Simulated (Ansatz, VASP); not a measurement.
# Two plane-wave programs on Rh

File INCAR:

```
  PREC = Accurate
  ENCUT = 520
  EDIFF = 1E-6
  ISMEAR = 0
  SIGMA = 0.15
  LREAL = F
  LASPH = T
  NELM = 60
  ALGO = Fast
  ISIF = 2
  LWAVE = F
  LCHARG = T
  GGA = CA
  LELF = T
  LVHAR = T
  NBANDS = 14
```

Contents of KPOINTS:

```
Automatic mesh
0
Gamma
  22 22 22
```

Contents of POSCAR:

```
Rh
1.0
    0.0000000000      2.0631632255      1.6365010705
    2.0631632255      0.0000000000      1.6365010705
    2.0631632255      2.0631632255      0.0000000000
Rh
1
Direct
    0.0000000000      0.0000000000      0.0000000000
```

Input for Ansatz:

```yaml
crystal:
  lattice:
    - [0.0, 2.0631632255, 1.6365010705]
    - [2.0631632255, 0.0, 1.6365010705]
    - [2.0631632255, 2.0631632255, 0.0]
  atoms:
    - { symbol: Rh, position: [0.0, 0.0, 0.0] }
basis:
  ecutwfc: 420
kpoints:
  mp_grid: { grid: [22, 22, 22] }
hamiltonian:
  xc: lda
  pseudopotentials: { kind: paw, azcp: { folder: soft_1 } }
scf:
  occupations: { method: gaussian, width: 0.15 }
output:
  forces: true
  stress: true
  eigenvalues: true
```

Alike in both runs: task single point; functional LDA; k mesh 22 × 22 × 22; occupations gaussian, width 0.15 eV; no spin polarisation.

|  | VASP | Ansatz |
| --- | --- | --- |
| version | VASP 6.6.1 | Ansatz 0.2.0 |
| potentials or method | VASP PAW LDA potentials, release 64 (Rh_pv), cutoff 520 eV | scalar-relativistic, plane waves, PAW |
| valence electrons in the cell | 15 | 17 |

|  | VASP | Ansatz | Ansatz less VASP |
| --- | --- | --- | --- |
| gap on the k mesh at the Fermi level (eV) | none | none | - |
| pressure (GPa) | -8.2 | -8.8 | -0.60 |
| traceless stress, the component that is largest in VASP (GPa) | 18.09 | 18.15 | +0.066 |

Ansatz warns that its potentials were made for another functional, while VASP's fit it. LDA's correlation is that of Perdew and Zunger in VASP and of Perdew and Wang (1992) in Ansatz. A gap of «none» marks a metal or a gap that the smearing closes. VASP's potentials hold 15 valence electrons a cell and Ansatz's 17, so a difference there can come from the potentials and not from the codes.
